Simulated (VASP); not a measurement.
# BaIr3 (Pm-3m) in VASP: single point with PBE

Aim: the single point of BaIr3 with PBE.

Everything below comes from runs of VASP 6.6.1. Logs are shortened: lines on timing, memory, paths and dates and some standing lists are left out, and cuts for length are marked.

## Step 1: The cell of the first run

The structure is cubic, space group Pm-3m (No. 221). The conventional cell has a = 4.221 Å, b = 4.221 Å, c = 4.221 Å, α = 90.00°, β = 90.00°, γ = 90.00°. Ba (site symmetry m-3m) has 12 Ir at 2.98 Å within 3.9 Å. Within 3.9 Å of Ir (site symmetry 4/mmm) lie 4 Ba at 2.98 Å and 8 Ir at 2.98 Å.

## Step 2: Single point, PBE

File POSCAR:

```
BaIr3
1.0
    4.2211000332      0.0000000000      0.0000000000
    0.0000000000      4.2211000332      0.0000000000
    0.0000000000      0.0000000000      4.2211000332
Ba Ir
1 3
Direct
    0.0000000000      0.0000000000      0.0000000000
    0.0000000000      0.5000000000      0.5000000000
    0.5000000000      0.5000000000      0.0000000000
    0.5000000000      0.0000000000      0.5000000000
```

File INCAR.step1:

```
SYSTEM = BaIr3
ALGO = Normal
EDIFF = 1E-6
ENCUT = 420
GGA = PE
GGA_COMPAT = .FALSE.
ISIF = 2
ISMEAR = 0
LASPH = .TRUE.
LCHARG = .TRUE.
LMAXMIX = 4
LORBIT = 11
LREAL = .FALSE.
LWAVE = .FALSE.
NBANDS = 38
NEDOS = 2001
NELM = 120
PREC = Accurate
SIGMA = 0.05
```

File KPOINTS.step1:

```
k-points
0
G
  8 8 8
  0 0 0
```

File INCAR.step2:

```
SYSTEM = BaIr3
ALGO = Normal
EDIFF = 1E-6
ENCUT = 420
GGA = PE
GGA_COMPAT = .FALSE.
ICHARG = 11
ISIF = 2
ISMEAR = -5
LASPH = .TRUE.
LCHARG = .FALSE.
LMAXMIX = 4
LORBIT = 10
LREAL = .FALSE.
LWAVE = .FALSE.
NEDOS = 1001
NELM = 120
PREC = Accurate
SIGMA = 0.05
```

File KPOINTS.step2:

```
k-points
0
G
  12 12 12
  0 0 0
```

Potentials or basis: VASP PAW PBE potentials, release 64 (Ba_sv, Ir_sv_GW).

On the command line:

```
$ cat potpaw_PBE.64/Ba_sv/POTCAR potpaw_PBE.64/Ir_sv_GW/POTCAR > POTCAR
$ cp INCAR.step1 INCAR
$ cp KPOINTS.step1 KPOINTS
$ mpirun -np 1 vasp_std > vasp.out
$ cp INCAR.step2 INCAR
$ cp KPOINTS.step2 KPOINTS
$ mpirun -np 1 vasp_std > vasp.out
```

OUTCAR:

```text
SYSTEM = BaIr3
   EDIFF = 1E-6
   ENCUT = 420
   GGA = PE
   ICHARG = 11
   ISIF = 2
   ISMEAR = -5
   LASPH = .TRUE.
   LORBIT = 10
   LREAL = .FALSE.
   NELM = 120
   PREC = Accurate

 ion  position               nearest neighbor table
   1  0.000  0.000  0.000-   2 2.98   3 2.98   4 2.98   2 2.98   4 2.98   2 2.98   3 2.98   2 2.98
                             3 2.98   4 2.98   4 2.98   3 2.98
   2  0.000  0.500  0.500-   1 2.98   3 2.98   4 2.98   1 2.98   3 2.98   1 2.98   4 2.98   1 2.98
                             3 2.98   4 2.98   3 2.98   4 2.98
   3  0.500  0.500  0.000-   1 2.98   2 2.98   4 2.98   2 2.98   4 2.98   1 2.98   4 2.98   4 2.98
                             1 2.98   2 2.98   2 2.98   1 2.98
   4  0.500  0.000  0.500-   1 2.98   2 2.98   3 2.98   1 2.98   3 2.98   2 2.98   3 2.98   3 2.98
                             1 2.98   2 2.98   1 2.98   2 2.98

  LATTYP: Found a simple cubic cell.
 ALAT       =     4.2211000332

  Lattice vectors:

 A1 = (   4.2211000332,   0.0000000000,   0.0000000000)
 A2 = (   0.0000000000,   4.2211000332,   0.0000000000)
 A3 = (   0.0000000000,   0.0000000000,   4.2211000332)

Analysis of symmetry for initial positions (statically):
=====================================================================
 Subroutine PRICEL returns:
 Original cell was already a primitive cell.

 Routine SETGRP: Setting up the symmetry group for a
 simple cubic supercell.

 Subroutine GETGRP returns: Found 48 space group operations
 (whereof 48 operations were pure point group operations)
 out of a pool of 48 trial point group operations.

The static configuration has the point symmetry O_h .

Analysis of symmetry for dynamics (positions and initial velocities):
=====================================================================
 Subroutine PRICEL returns:
 Original cell was already a primitive cell.

 Routine SETGRP: Setting up the symmetry group for a
 simple cubic supercell.

 Subroutine GETGRP returns: Found 48 space group operations
 (whereof 48 operations were pure point group operations)
 out of a pool of 48 trial point group operations.

The dynamic configuration has the point symmetry O_h .

 Subroutine INISYM returns: Found 48 space group operations
 (whereof 48 operations are pure point group operations),
 and found     1 'primitive' translations

----------------------------------------------------------------------------------------

                                     Primitive cell

  volume of cell :      75.2102

  direct lattice vectors                    reciprocal lattice vectors
     4.221100033  0.000000000  0.000000000     0.236905070  0.000000000  0.000000000
     0.000000000  4.221100033  0.000000000     0.000000000  0.236905070  0.000000000
     0.000000000  0.000000000  4.221100033     0.000000000  0.000000000  0.236905070

  length of vectors
     4.221100033  4.221100033  4.221100033     0.236905070  0.236905070  0.236905070

  position of ions in fractional coordinates (direct lattice)
     0.000000000  0.000000000  0.000000000
     0.000000000  0.500000000  0.500000000
     0.500000000  0.500000000  0.000000000
     0.500000000  0.000000000  0.500000000

  ion indices of the primitive-cell ions
   primitive index   ion index
                 1           1
                 2           2
                 3           3
                 4           4

----------------------------------------------------------------------------------------

 KPOINTS: k-points

Automatic generation of k-mesh.
 Grid dimensions read from file:
 generate k-points for:   12   12   12

 Generating k-lattice:

  Cartesian coordinates                     Fractional coordinates (reciprocal lattice)
     0.019742089  0.000000000  0.000000000     0.083333333  0.000000000  0.000000000
     0.000000000  0.019742089  0.000000000     0.000000000  0.083333333  0.000000000
     0.000000000  0.000000000  0.019742089     0.000000000  0.000000000  0.083333333

  Length of vectors
     0.019742089  0.019742089  0.019742089

  Shift w.r.t. Gamma in fractional coordinates (k-lattice)
     0.000000000  0.000000000  0.000000000

 TETIRR: Found    854 inequivalent tetrahedra from    10368

 Subroutine IBZKPT returns following result:
 ===========================================

 Found     84 irreducible k-points:

 Following reciprocal coordinates:
            Coordinates               Weight
  0.000000  0.000000  0.000000      1.000000
  0.083333  0.000000  0.000000      6.000000
  0.166667  0.000000  0.000000      6.000000
  0.250000  0.000000  0.000000      6.000000
  0.333333  0.000000  0.000000      6.000000
  0.416667  0.000000  0.000000      6.000000
[... 16 lines left out ...]
  0.333333  0.333333  0.000000     12.000000
  0.416667  0.333333  0.000000     24.000000
 [... further k-points ...]
   k-points           NKPTS =     84   k-points in BZ     NKDIM =     84   number of bands    NBANDS=     36
   number of dos      NEDOS =   1001   number of ions     NIONS =      4
   total plane-waves  NPLWV =  21952
   dimension x,y,z NGX =    28 NGY =   28 NGZ =   28
   dimension x,y,z NGXF=    56 NGYF=   56 NGZF=   56
   ions per type =               1   3
   NGX,Y,Z   is equivalent  to a cutoff of  11.03, 11.03, 11.03 a.u.
   NGXF,Y,Z  is equivalent  to a cutoff of  22.06, 22.06, 22.06 a.u.
 SYSTEM =  BaIr3
   PREC   = accura    normal or accurate (medium, high low for compatibility)
   ISTART =      0    job   : 0-new  1-cont  2-samecut
   ICHARG =     11    charge: 1-file 2-atom 10-const
   ISPIN  =      1    spin polarized calculation?
   LNONCOLLINEAR =      F non collinear calculations
   LSORBIT =      F    spin-orbit coupling
   LASPH  =      T    aspherical Exc in radial PAW
   ENCUT  =  420.0 eV  30.87 Ry    5.56 a.u.   7.05  7.05  7.05*2*pi/ulx,y,z
   NELM   =    120;   NELMIN=  2; NELMDL=  0     # of ELM steps
   EDIFF  = 0.1E-05   stopping-criterion for ELM
   LREAL  =      F    real-space projection
   EDIFFG = 0.1E-04   stopping-criterion for IOM
   NSW    =      0    number of steps for IOM
   IBRION =     -1    ionic relax: 0-MD 1-quasi-New 2-CG
   NFREE  =      0    steps in history (QN), initial steepest desc. (CG)
   ISIF   =      2    stress and relaxation
   ISYM   =      2    0-nonsym 1-usesym 2-fastsym
   POTIM  = 0.5000    time-step for ionic-motion
   TEBEG  =    0.0;   TEEND  =   0.0 temperature during run
   PSTRESS=    0.0 pullay stress
   NELECT =      61.0000    total number of electrons
   NUPDOWN=      -1.0000    fix difference up-down
   EMIN   =  10.00;   EMAX   =-10.00  energy-range for DOS
   EFERMI =   0.00;   METHOD = LEGACY
   ISMEAR =    -5;   SIGMA  =   0.05  broadening in eV -4-tet -1-fermi 0-gaus
   EFERMI_NEDOS =   21; number of points for ismear=-14 and -15
   IALGO  =     38    algorithm
   IMIX   =      4    mixing-type and parameters
     AMIX     =   0.40;   BMIX     =  1.00
     AMIX_MAG =   1.60;   BMIX_MAG =  1.00
  volume/ion in A,a.u.               =      18.80       126.89
  Fermi-wavevector in a.u.,A,eV,Ry     =   1.526719  2.885081 31.713427  2.330871
  Thomas-Fermi vector in A             =   2.634714
   LORBIT       =     10    0 simple, 1 ext, 2 COOP (PROOUT), +10 PAW based schemes
   GGA     = PE    functional components
   LHFCALC =     F    Hartree Fock is set to
   AEXX    =    0.0000 exact exchange contribution
   IVDW    =     0    specifies the selected vdW correction
   LEPSILON=     F    determine dielectric tensor
   LRPA    =     F    only Hartree local field effects (RPA)
 non-spin polarized calculation
 Fermi weights with tetrahedron method with Bloechl corrections
  energy-cutoff  :      420.00
  volume of cell :       75.21
 maximum number of plane-waves:      1492

 number of electron      61.0000000 magnetization

 Free energy of the ion-electron system (eV)
  ---------------------------------------------------
  ext. energy  EPLUGINS =         0.00000000
  ---------------------------------------------------
  free energy    TOTEN  =       -26.39433785 eV

  energy without entropy =      -26.39433785  energy(sigma->0) =      -26.39433785

 E-fermi :   7.5161     XC(G=0): -12.6299

 val. band max:        7.5688132645   @ k =   0.5000   0.5000   0.5000
 cond. band min:       7.4807520465   @ k =   0.5000   0.2500   0.0000
 fundamental gap:     -0.0880612180
 Fermi energy:         7.5160795522

 k-point     1 :       0.0000    0.0000    0.0000
  band No.  band energies     occupation
      1     -83.7612      2.00000
      2     -83.7444      2.00000
      3     -83.7444      2.00000
      4     -40.8026      2.00000
      5     -40.8026      2.00000
      6     -40.8026      2.00000
[... 28 lines left out ...]
     35      11.7580      0.00000
     36      12.7041      0.00000

 k-point     2 :       0.0833    0.0000    0.0000
  band No.  band energies     occupation
      1     -83.7609      2.00000
      2     -83.7447      2.00000
      3     -83.7444      2.00000
      4     -40.8013      2.00000
      5     -40.8013      2.00000
      6     -40.8002      2.00000
[... 28 lines left out ...]
     35      11.8997      0.00000
     36      12.6951      0.00000

 k-point     3 :       0.1667    0.0000    0.0000
  band No.  band energies     occupation
      1     -83.7601      2.00000
      2     -83.7454      2.00000
      3     -83.7444      2.00000
      4     -40.7972      2.00000
      5     -40.7972      2.00000
      6     -40.7927      2.00000
[... 28 lines left out ...]
     35      12.0838      0.00000
     36      12.6693      0.00000
[... 742 lines left out ...]
 k-point    23 :       0.3333    0.3333    0.0000
  band No.  band energies     occupation
      1     -83.7546      2.00000
      2     -83.7486      2.00000
      3     -83.7466      2.00000
      4     -40.8206      2.00000
      5     -40.7666      2.00000
      6     -40.7067      2.00000
[... 28 lines left out ...]
     35      11.5399      0.00000
     36      12.6718      0.00000

 k-point    24 :       0.4167    0.3333    0.0000
  band No.  band energies     occupation
      1     -83.7534      2.00000
      2     -83.7494      2.00000
      3     -83.7470      2.00000
      4     -40.8240      2.00000
      5     -40.7613      2.00000
      6     -40.6946      2.00000
[... 28 lines left out ...]
     35      11.3063      0.00000
     36      12.3926      0.00000

 [... further k-points ...]

------------------------ aborting loop because EDIFF is reached ----------------------------------------

  FORCE on cell =-STRESS in cart. coord.  units (eV):
  Direction    XX          YY          ZZ          XY          YZ          ZX
  --------------------------------------------------------------------------------------
  -------------------------------------------------------------------------------------
  Total        0.5931926      0.5931926      0.5931926      0.0000000     -0.0000000      0.0000000
  in kB       12.6365757     12.6365757     12.6365757      0.0000000     -0.0000000      0.0000000
  external PRESSURE =      12.6365757 kB  Pullay stress =       0.0000000 kB

 VOLUME and BASIS-vectors are now :
 -----------------------------------------------------------------------------
  energy-cutoff  :      420.00
  volume of cell :       75.21
      direct lattice vectors                 reciprocal lattice vectors
     4.221100033  0.000000000  0.000000000     0.236905070  0.000000000  0.000000000
     0.000000000  4.221100033  0.000000000     0.000000000  0.236905070  0.000000000
     0.000000000  0.000000000  4.221100033     0.000000000  0.000000000  0.236905070

 POSITION                                       TOTAL-FORCE (eV/Angst)
 -----------------------------------------------------------------------------------
      0.00000      0.00000      0.00000         0.000000      0.000000      0.000000
      0.00000      2.11055      2.11055         0.000000      0.000000      0.000000
      2.11055      2.11055      0.00000         0.000000      0.000000      0.000000
      2.11055      0.00000      2.11055         0.000000      0.000000      0.000000
 -----------------------------------------------------------------------------------
    total drift:                                0.000000      0.000000      0.000000

  FREE ENERGIE OF THE ION-ELECTRON SYSTEM (eV)
  ---------------------------------------------------
  free  energy   TOTEN  =       -26.3943378463 eV

  energy  without entropy=      -26.3943378463  energy(sigma->0) =      -26.39433785

 total charge

# of ion       s       p       d       f       tot
--------------------------------------------------
    1        2.079   5.527   0.889   0.000   8.495
    2        3.942   6.024   6.431   0.008  16.405
    3        3.942   6.024   6.431   0.008  16.405
    4        3.942   6.024   6.431   0.008  16.405
--------------------------------------------------
tot         13.905  23.601  20.181   0.024  57.710
```

It took 78 s on 1 thread of Intel Xeon 6975P-C (Granite Rapids), shared host; peak memory 0.26 GiB.

Results:

```yaml
Valence_electrons_inside_the_program's_atomic_spheres: Ba 8.49; Ir 16.41
```

Levels at points of the mesh, in eV from the Fermi level:
```csv
k point,band 29,band 30,band 31,band 32,band 33,band 34
"(0.00, 0.00, 0.00)",1.01,1.42,1.42,1.42,4.24,4.24
"(0.50, 0.00, 0.00)",-0.35,-0.35,-0.24,0.30,1.42,3.53
"(0.50, 0.50, 0.00)",-0.54,-0.54,-0.46,-0.40,0.39,3.03
"(0.50, 0.50, 0.50)",0.05,1.04,1.04,1.04,3.56,3.56
```

Caveat: spin-orbit coupling is left out, which moves the levels of the heavy elements; tetrahedron occupations give inexact forces and stress in metals.
